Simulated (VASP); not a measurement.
Input of a VASP 6.6.1 run:

Contents of INCAR:

```
SYSTEM = MnHg
ALGO = Normal
EDIFF = 1E-7
ENCUT = 520
GGA = PE
ISIF = 2
ISMEAR = -1
ISPIN = 2
LASPH = .True.
LCHARG = .False.
LMAXMIX = 4
LORBIT = 11
LREAL = .False.
LWAVE = .False.
MAGMOM = 3.8 0
NBANDS = 24
NELM = 150
PREC = Accurate
SIGMA = 0.1
```

KPOINTS

```
k-points
0
Gamma
  9 9 9
  0 0 0
```

File POSCAR:

```
MnHg
1.0
    3.2047314610      0.0000000000      0.0000000000
    0.0000000000      3.2047314610      0.0000000000
    0.0000000000      0.0000000000      3.5470500000
Mn Hg
1 1
Direct
    0.5000000000      0.5000000000      0.5000000000
    0.0000000000      0.0000000000      0.0000000000
```

Potentials or basis: VASP PAW PBE potentials, release 64 (Mn_pv, Hg).

Run with:

```console
$ cat potpaw_PBE.64/Mn_pv/POTCAR potpaw_PBE.64/Hg/POTCAR > POTCAR
$ mpirun -np 1 vasp_std > vasp.out
```

Q: What does it give for the pressure?

A: 0.5 GPa.

Q: Predict the net moment.

A: 3.85 μB per cell.

Q: Predict the site moments.

A: Mn +3.78; Hg -0.06 μB.

Stress tensor (GPa, compression positive):
```
0.50 0.00 0.00
0.00 0.50 0.00
0.00 0.00 0.42
```
